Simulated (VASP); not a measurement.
A run of VASP 6.6.1:

The input INCAR:

```
SYSTEM = Al3N
PREC = Accurate ; ENCUT = 600
EDIFF = 1E-6 ; ISMEAR = 0
SIGMA = 0.2 ; LREAL = .FALSE.
LASPH = .TRUE. ; NELM = 120
ALGO = Normal ; ISIF = 2
LWAVE = .FALSE. ; LCHARG = .FALSE.
GGA = PE ; NBANDS = 15
GGA_COMPAT = .FALSE.
```

File KPOINTS:

```
Automatic mesh
0
G
  5 5 5
  0 0 0
```

POSCAR

```
Al3N
1.0
    2.8914378271      1.6693724078      2.4070717956
   -2.8914378271      1.6693724078      2.4070717956
    0.0000000000     -3.3387448156      2.4070717956
Al N
3 1
Direct
   -0.0125482922      0.5196252155     -0.0125482922
   -0.0125482922     -0.0125482922      0.5196252155
    0.5196252155     -0.0125482922     -0.0125482922
    0.2350876389      0.2350876389      0.2350876389
```

Potentials or basis: VASP PAW PBE potentials, release 64 (Al, N).

Run with:

```console
$ cat potpaw_PBE.64/Al/POTCAR potpaw_PBE.64/N/POTCAR > POTCAR
$ mpirun -np 1 vasp_std > vasp.out
```

Hardware: 1 thread of Intel(R) Xeon(R) Platinum 8488C (Sapphire Rapids), on a shared host.

Estimate the wall time of this run.

Wall time 21 s on 1 thread of Intel(R) Xeon(R) Platinum 8488C (Sapphire Rapids), on a shared host, peak memory 0.2 GiB. Counts: scf iterations 15, k points 19.
